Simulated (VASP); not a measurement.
# BP (F-43m) in VASP: further runs

Runs on BP. Level: r2SCAN. Tasks: single point, relaxation of cell and atoms.

Everything below comes from runs of VASP 6.6.1. Logs are shortened: lines on timing, memory, paths and dates and some standing lists are left out, and cuts for length are marked.

### Step 1. The cell of the first run

The structure is cubic, space group F-43m (No. 216). The conventional cell has a = 4.519 Å, b = 4.519 Å, c = 4.519 Å, α = 90.00°, β = 90.00°, γ = 90.00°. Within 2.6 Å of B (site symmetry -43m) lie 4 P at 1.96 Å. Within 2.6 Å of P (site symmetry -43m) lie 4 B at 1.96 Å.

### Step 2. Single point, r2SCAN

Input file POSCAR:

```
BP
1.0
    2.2595749749      2.2595749749      0.0000000000
   -2.2595749749      2.2595749749      0.0000000000
    0.0000000000      2.2595749749      2.2595749749
B P
1 1
Direct
    0.0000000000      0.0000000000      0.0000000000
    0.7500000000      0.2500000000      0.5000000000
```

Input file INCAR.step1:

```
SYSTEM = BP
  ALGO = Normal
  EDIFF = 1E-4
  ENCUT = 520
  GGA = PE
  ISMEAR = 0
  LASPH = .TRUE.
  LCHARG = .FALSE.
  LREAL = .FALSE.
  LWAVE = .TRUE.
  NBANDS = 11
  NELM = 100
  PREC = Accurate
  SIGMA = 0.01
```

Input file INCAR.step2:

```
SYSTEM = BP
  ALGO = Normal
  EDIFF = 1E-7
  ENCUT = 520
  ISIF = 2
  ISMEAR = 0
  ISTART = 1
  LASPH = .TRUE.
  LCHARG = .FALSE.
  LMIXTAU = .TRUE.
  LREAL = .FALSE.
  LWAVE = .FALSE.
  METAGGA = R2SCAN
  NBANDS = 11
  NELM = 100
  PREC = Accurate
  SIGMA = 0.01
```

Input file KPOINTS:

```
k-points
0
G
  8 8 8
  0 0 0
```

Potentials or basis: VASP PAW PBE potentials, release 64 (B, P).

Command:

```
> cat potpaw_PBE.64/B/POTCAR potpaw_PBE.64/P/POTCAR > POTCAR
> cp INCAR.step1 INCAR
> mpirun -np 1 vasp_std > vasp.out
> cp INCAR.step2 INCAR
> mpirun -np 1 vasp_std > vasp.out
```

OUTCAR:

```text
SYSTEM = BP
   EDIFF = 1E-7
   ENCUT = 520
   ISIF = 2
   ISMEAR = 0
   ISTART = 1
   LASPH = .TRUE.
   LREAL = .FALSE.
   METAGGA = R2SCAN
   NELM = 100
   PREC = Accurate

 ion  position               nearest neighbor table
   1  0.000  0.000  0.000-   2 1.96   2 1.96   2 1.96   2 1.96
   2  0.750  0.250  0.500-   1 1.96   1 1.96   1 1.96   1 1.96

  LATTYP: Found a face centered cubic cell.
 ALAT       =     4.5191499498

  Lattice vectors:

 A1 = (   0.0000000000,   2.2595749749,   2.2595749749)
 A2 = (   2.2595749749,   0.0000000000,   2.2595749749)
 A3 = (   2.2595749749,   2.2595749749,   0.0000000000)

Analysis of symmetry for initial positions (statically):
=====================================================================
 Subroutine PRICEL returns:
 Original cell was already a primitive cell.

 Routine SETGRP: Setting up the symmetry group for a
 face centered cubic supercell.

 Subroutine GETGRP returns: Found 24 space group operations
 (whereof 24 operations were pure point group operations)
 out of a pool of 48 trial point group operations.

The static configuration has the point symmetry T_d .

Analysis of symmetry for dynamics (positions and initial velocities):
=====================================================================
 Subroutine PRICEL returns:
 Original cell was already a primitive cell.

 Routine SETGRP: Setting up the symmetry group for a
 face centered cubic supercell.

 Subroutine GETGRP returns: Found 24 space group operations
 (whereof 24 operations were pure point group operations)
 out of a pool of 48 trial point group operations.

The dynamic configuration has the point symmetry T_d .

 Subroutine INISYM returns: Found 24 space group operations
 (whereof 24 operations are pure point group operations),
 and found     1 'primitive' translations

----------------------------------------------------------------------------------------

                                     Primitive cell

  volume of cell :      23.0733

  direct lattice vectors                    reciprocal lattice vectors
     2.259574975  2.259574975  0.000000000     0.221280553  0.221280553 -0.221280553
    -2.259574975  2.259574975  0.000000000    -0.221280553  0.221280553 -0.221280553
     0.000000000  2.259574975  2.259574975     0.000000000  0.000000000  0.442561106

  length of vectors
     3.195521575  3.195521575  3.195521575     0.383269161  0.383269161  0.442561106

  position of ions in fractional coordinates (direct lattice)
     0.000000000  0.000000000  0.000000000
     0.750000000  0.250000000  0.500000000

  ion indices of the primitive-cell ions
   primitive index   ion index
                 1           1
                 2           2

----------------------------------------------------------------------------------------

 KPOINTS: k-points

Automatic generation of k-mesh.
 Grid dimensions read from file:
 generate k-points for:    8    8    8

 Generating k-lattice:

  Cartesian coordinates                     Fractional coordinates (reciprocal lattice)
     0.027660069  0.027660069 -0.027660069     0.125000000  0.000000000  0.000000000
    -0.027660069  0.027660069 -0.027660069     0.000000000  0.125000000  0.000000000
     0.000000000  0.000000000  0.055320138     0.000000000  0.000000000  0.125000000

  Length of vectors
     0.047908645  0.047908645  0.055320138

  Shift w.r.t. Gamma in fractional coordinates (k-lattice)
     0.000000000  0.000000000  0.000000000

 Subroutine IBZKPT returns following result:
 ===========================================

 Found     29 irreducible k-points:

 Following reciprocal coordinates:
            Coordinates               Weight
  0.000000  0.000000  0.000000      1.000000
  0.125000  0.000000  0.000000      8.000000
  0.250000  0.000000  0.000000      8.000000
  0.375000  0.000000  0.000000      8.000000
  0.500000  0.000000  0.000000      4.000000
  0.125000  0.125000  0.000000     12.000000
[... 16 lines left out ...]
  0.375000  0.250000  0.125000     48.000000
  0.500000  0.250000  0.125000     24.000000
 [... further k-points ...]
   k-points           NKPTS =     29   k-points in BZ     NKDIM =     29   number of bands    NBANDS=     11
   number of dos      NEDOS =    301   number of ions     NIONS =      2
   total plane-waves  NPLWV =  13824
   dimension x,y,z NGX =    24 NGY =   24 NGZ =   24
   dimension x,y,z NGXF=    48 NGYF=   48 NGZF=   48
   ions per type =               1   1
   NGX,Y,Z   is equivalent  to a cutoff of  12.49, 12.49, 12.49 a.u.
   NGXF,Y,Z  is equivalent  to a cutoff of  24.97, 24.97, 24.97 a.u.
 SYSTEM =  BP
   PREC   = accura    normal or accurate (medium, high low for compatibility)
   ISTART =      1    job   : 0-new  1-cont  2-samecut
   ICHARG =      0    charge: 1-file 2-atom 10-const
   ISPIN  =      1    spin polarized calculation?
   LNONCOLLINEAR =      F non collinear calculations
   LSORBIT =      F    spin-orbit coupling
   LASPH  =      T    aspherical Exc in radial PAW
   ENCUT  =  520.0 eV  38.22 Ry    6.18 a.u.   5.94  5.94  5.94*2*pi/ulx,y,z
   NELM   =    100;   NELMIN=  2; NELMDL=  0     # of ELM steps
   EDIFF  = 0.1E-06   stopping-criterion for ELM
   LREAL  =      F    real-space projection
   EDIFFG = 0.1E-05   stopping-criterion for IOM
   NSW    =      0    number of steps for IOM
   IBRION =     -1    ionic relax: 0-MD 1-quasi-New 2-CG
   NFREE  =      0    steps in history (QN), initial steepest desc. (CG)
   ISIF   =      2    stress and relaxation
   ISYM   =      2    0-nonsym 1-usesym 2-fastsym
   POTIM  = 0.5000    time-step for ionic-motion
   TEBEG  =    0.0;   TEEND  =   0.0 temperature during run
   PSTRESS=    0.0 pullay stress
   NELECT =       8.0000    total number of electrons
   NUPDOWN=      -1.0000    fix difference up-down
   EMIN   =  10.00;   EMAX   =-10.00  energy-range for DOS
   EFERMI =   0.00;   METHOD = LEGACY
   ISMEAR =     0;   SIGMA  =   0.01  broadening in eV -4-tet -1-fermi 0-gaus
   EFERMI_NEDOS =   21; number of points for ismear=-14 and -15
   IALGO  =     38    algorithm
   IMIX   =      4    mixing-type and parameters
     AMIX     =   0.40;   BMIX     =  1.00
     AMIX_MAG =   1.60;   BMIX_MAG =  1.00
  volume/ion in A,a.u.               =      11.54        77.85
  Fermi-wavevector in a.u.,A,eV,Ry     =   1.150098  2.173370 17.996763  1.322725
  Thomas-Fermi vector in A             =   2.286764
   LORBIT       =      0    0 simple, 1 ext, 2 COOP (PROOUT), +10 PAW based schemes
   METAGGA = R2SCAN    functional components
   LHFCALC =     F    Hartree Fock is set to
   AEXX    =    0.0000 exact exchange contribution
   IVDW    =     0    specifies the selected vdW correction
   LEPSILON=     F    determine dielectric tensor
   LRPA    =     F    only Hartree local field effects (RPA)
 non-spin polarized calculation
 Gauss-broadening in eV      SIGMA  =   0.01
  energy-cutoff  :      520.00
  volume of cell :       23.07
 maximum number of plane-waves:       636
   NGX = 11   NGY = 11   NGZ = 11

 number of electron       8.0000001 magnetization

 Free energy of the ion-electron system (eV)
  ---------------------------------------------------
  ext. energy  EPLUGINS =         0.00000000
  ---------------------------------------------------
  free energy    TOTEN  =       -17.30852504 eV

  energy without entropy =      -17.30852504  energy(sigma->0) =      -17.30852504

 E-fermi :   7.6036     XC(G=0): -11.5571

 val. band max:        7.5391891364   @ k =   0.0000   0.0000   0.0000
 cond. band min:       9.0010732865   @ k =  -0.3750   0.3750   0.0000
 fundamental gap:      1.4618841501
 Fermi energy:         7.6036277607

 k-point     1 :       0.0000    0.0000    0.0000
  band No.  band energies     occupation
      1      -8.8362      2.00000
      2       7.5392      2.00000
      3       7.5392      2.00000
      4       7.5392      2.00000
      5      11.1984      0.00000
      6      11.1984      0.00000
      7      11.1984      0.00000
      8      15.7510      0.00000
      9      20.0388      0.00000
     10      20.2205      0.00000
     11      20.2205      0.00000

 k-point     2 :       0.1250    0.0000    0.0000
  band No.  band energies     occupation
      1      -8.5378      2.00000
      2       5.5736      2.00000
      3       7.0814      2.00000
      4       7.0814      2.00000
      5      11.8228      0.00000
      6      11.8349      0.00000
      7      11.8349      0.00000
      8      16.5520      0.00000
      9      19.3123      0.00000
     10      19.3123      0.00000
     11      20.9138      0.00000

 k-point     3 :       0.2500    0.0000    0.0000
  band No.  band energies     occupation
      1      -7.6620      2.00000
      2       2.4008      2.00000
      3       6.3442      2.00000
      4       6.3442      2.00000
      5      11.9592      0.00000
      6      12.6558      0.00000
      7      12.6558      0.00000
      8      18.0496      0.00000
      9      19.0816      0.00000
     10      19.0816      0.00000
     11      21.5809      0.00000

 k-point     4 :       0.3750    0.0000    0.0000
  band No.  band energies     occupation
      1      -6.3194      2.00000
      2      -0.4931      2.00000
      3       5.8333      2.00000
      4       5.8333      2.00000
      5      11.8227      0.00000
      6      12.6976      0.00000
      7      12.6976      0.00000
      8      18.5712      0.00000
      9      20.9036      0.00000
     10      20.9036      0.00000
     11      22.4485      0.00000

 k-point     5 :       0.5000    0.0000    0.0000
  band No.  band energies     occupation
      1      -5.2948      2.00000
      2      -2.0538      2.00000
      3       5.6584      2.00000
      4       5.6584      2.00000
      5      11.7560      0.00000
      6      12.5767      0.00000
      7      12.5767      0.00000
      8      18.5061      0.00000
      9      23.1073      0.00000
     10      23.1073      0.00000
     11      23.5348      0.00000
[... 211 lines left out ...]
 k-point    21 :       0.5000    0.5000    0.0000
  band No.  band energies     occupation
      1      -3.6069      2.00000
      2      -1.6556      2.00000
      3       3.1471      2.00000
      4       3.1471      2.00000
      5       9.0540      0.00000
      6       9.4370      0.00000
      7      20.7255      0.00000
      8      20.7255      0.00000
      9      24.1000      0.00000
     10      25.2262      0.00000
     11      26.5444      0.00000

 k-point    22 :       0.2500    0.2500    0.1250
  band No.  band energies     occupation
      1      -6.8923      2.00000
      2       2.3024      2.00000
      3       3.5089      2.00000
      4       5.4319      2.00000
      5      11.3140      0.00000
      6      13.9889      0.00000
      7      14.2588      0.00000
      8      15.6506      0.00000
      9      19.9229      0.00000
     10      22.4095      0.00000
     11      24.3401      0.00000

 k-point    23 :       0.3750    0.2500    0.1250
  band No.  band energies     occupation
      1      -5.5793      2.00000
      2      -0.0039      2.00000
      3       2.8189      2.00000
      4       4.6134      2.00000
      5      12.0067      0.00000
      6      13.4337      0.00000
      7      15.4528      0.00000
      8      16.5079      0.00000
      9      20.9140      0.00000
     10      21.8202      0.00000
     11      25.7587      0.00000

 k-point    24 :       0.5000    0.2500    0.1250
  band No.  band energies     occupation
      1      -4.5845      2.00000
      2      -1.4499      2.00000
      3       2.7348      2.00000
      4       4.2210      2.00000
      5      12.1002      0.00000
      6      13.1428      0.00000
      7      16.5197      0.00000
      8      18.1301      0.00000
      9      18.6886      0.00000
     10      22.9337      0.00000
     11      25.4508      0.00000

 [... further k-points ...]

------------------------ aborting loop because EDIFF is reached ----------------------------------------

  FORCE on cell =-STRESS in cart. coord.  units (eV):
  Direction    XX          YY          ZZ          XY          YZ          ZX
  --------------------------------------------------------------------------------------
  -------------------------------------------------------------------------------------
  Total        0.2148358      0.2148358      0.2148358      0.0000000     -0.0000000      0.0000000
  in kB       14.9178769     14.9178769     14.9178769      0.0000000     -0.0000000      0.0000000
  external PRESSURE =      14.9178769 kB  Pullay stress =       0.0000000 kB

 VOLUME and BASIS-vectors are now :
 -----------------------------------------------------------------------------
  energy-cutoff  :      520.00
  volume of cell :       23.07
      direct lattice vectors                 reciprocal lattice vectors
     2.259574975  2.259574975  0.000000000     0.221280553  0.221280553 -0.221280553
    -2.259574975  2.259574975  0.000000000    -0.221280553  0.221280553 -0.221280553
     0.000000000  2.259574975  2.259574975     0.000000000  0.000000000  0.442561106

 POSITION                                       TOTAL-FORCE (eV/Angst)
 -----------------------------------------------------------------------------------
      0.00000      0.00000      0.00000         0.000000     -0.000000     -0.000000
      1.12979      3.38936      1.12979        -0.000000      0.000000      0.000000
 -----------------------------------------------------------------------------------
    total drift:                                0.000000      0.000000     -0.000000

  FREE ENERGIE OF THE ION-ELECTRON SYSTEM (eV)
  ---------------------------------------------------
  free  energy   TOTEN  =       -17.3085250388 eV

  energy  without entropy=      -17.3085250388  energy(sigma->0) =      -17.30852504
```

Wall time 20 s (1 thread of AMD EPYC 9R45 (Zen 5), shared host); peak memory 0.11 GiB.

Results:

```yaml
Free_energy: -17.3085 eV
Pressure: 1.5 GPa
Band_gap_on_the_k_mesh: 1.46 eV, indirect (least direct gap 3.66 eV)
```

Caveat: the PAW data sets were made with another functional, which shifts forces and pressure a little. A k mesh can miss the band edges.

### Step 3. Relaxation of cell and atoms, r2SCAN, target pressure -2 GPa, at which the enthalpy is minimised

This run uses another cell than the first one, of 11.67 Å³/atom, 1.012 times its volume.

Input file POSCAR:

```
BP
1.0
    2.2682571427      2.2682571427      0.0000000000
   -2.2682571427      2.2682571427      0.0000000000
    0.0000000000      2.2682571427      2.2682571427
B P
1 1
Direct
    0.0000000000      0.0000000000      0.0000000000
    0.7500000000      0.2500000000      0.5000000000
```

Input file INCAR.step1:

```
SYSTEM = BP
PREC = Accurate
ENCUT = 600
ISMEAR = 0
SIGMA = 0.01
LREAL = .FALSE.
LASPH = .TRUE.
NELM = 60
GGA = PE
ALGO = Normal
EDIFF = 1E-4
LWAVE = .TRUE.
LCHARG = .FALSE.
```

Input file INCAR.step2:

```
SYSTEM = BP
PREC = Accurate
ENCUT = 600
EDIFF = 1E-6
ISMEAR = 0
SIGMA = 0.01
LREAL = .FALSE.
LASPH = .TRUE.
NELM = 60
ALGO = Normal
ISIF = 3
LWAVE = .FALSE.
LCHARG = .FALSE.
METAGGA = R2SCAN
LMIXTAU = .TRUE.
IBRION = 2
NSW = 100
EDIFFG = -0.002
PSTRESS = -20.0
ISTART = 1
```

Input file KPOINTS:

```
Automatic mesh
0
G
  8 8 8
  0 0 0
```

Potentials or basis: VASP PAW PBE potentials, release 64 (B, P).

Command:

```
> cat potpaw_PBE.64/B/POTCAR potpaw_PBE.64/P/POTCAR > POTCAR
> cp INCAR.step1 INCAR
> mpirun -np 1 vasp_std > vasp.out
> cp INCAR.step2 INCAR
> mpirun -np 1 vasp_std > vasp.out
```

It took 48 s on 1 thread of AMD EPYC 9R45 (Zen 5), shared host; peak memory 0.13 GiB.

It converged, with:

```yaml
Free_energy: -17.3104 eV
Relaxed_volume: 11.78 Å³/atom
Relaxed_cell: a = 3.218 Å, b = 3.218 Å, c = 3.218 Å, α = 60.00°, β = 60.00°, γ = 90.00°
Space_group_after_relaxing_to_0.05_Å: F-43m (No. 216)
Energy_change_on_relaxing_the_enthalpy_is_what_falls: +0.8 meV/atom
Ionic_steps: 3
Pressure_after_relaxing: -2.0 GPa
Band_gap_on_the_k_mesh: 1.49 eV, indirect (least direct gap 3.63 eV)
```

Step by step:
```csv
step,energy change (eV),largest force (eV/Å),pressure (GPa),volume (Å³)
1,0.0000,0.0000,-0.48,23.34
2,0.0042,0.0000,-3.09,23.72
3,0.0017,0.0000,-1.99,23.55
```

Final structure:
```
CELL_PARAMETERS angstrom
2.27518 2.27518 0.00000
-2.27518 2.27518 0.00000
0.00000 2.27518 2.27518
ATOMIC_POSITIONS crystal
B 0.00000 0.00000 0.00000
P 0.75000 0.25000 0.50000
```

Levels at points of the mesh, in eV from the valence-band top:
```csv
k point,band 1,band 2,band 3,band 4,band 5,band 6,band 7,band 8
"(0.00, 0.00, 0.00)",-16.18,0.00,0.00,0.00,3.63,3.63,3.63,7.88
"(0.50, 0.00, 0.00)",-12.72,-9.44,-1.85,-1.85,4.09,5.03,5.03,10.89
"(0.50, 0.50, 0.00)",-11.07,-9.08,-4.31,-4.31,1.56,1.92,12.98,12.98
```

Caveat: the cell is relaxed towards a set pressure, so the enthalpy falls and the energy may rise; the PAW data sets were made with another functional, which shifts forces and pressure a little. Zero-point motion and thermal expansion aren't in these numbers.
